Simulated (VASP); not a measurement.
## Pd: vibrations by perturbation theory with PBE

Pd:

```
Pd
1.0
     2.78367    0.00000    0.00000
    -1.39183    2.41072    0.00000
     0.00000    0.00000    4.62889
Pd
2
Direct
  0.33333 0.66667 0.25000
  0.66667 0.33333 0.75000
```

This isn't the form of Pd at room conditions, which is fcc.

```json
{
  "Program": "VASP 6.6.1",
  "Task": "vibrations by perturbation theory",
  "Functional": "PBE",
  "Potentials or basis": "VASP PAW PBE potentials, release 64 (Pd)",
  "Cutoff": "520 eV",
  "k mesh": "8 × 8 × 5",
  "Occupations": "fermi-dirac, width 0.05 eV",
  "Spin": "no spin polarisation",
  "Dipole correction": "no",
  "Further INCAR settings": "ALGO = Normal; EDIFF = 1e-08; NBANDS = 17; IBRION = 8; NSW = 1"
}
```

- Highest phonon frequency at Γ: 206 cm⁻¹

Phonon frequencies in cm⁻¹ (negative: imaginary):
| q point | frequencies |
| --- | --- |
| (0.000, 0.000, 0.000) | 0 0 0 72 72 206 |

Run time: 4.6 min on 1 thread of Intel Xeon 8259CL, with other jobs on the host, peak memory 0.24 GiB.

Caveat: the cell stands under pressure or tension, which shifts response properties.
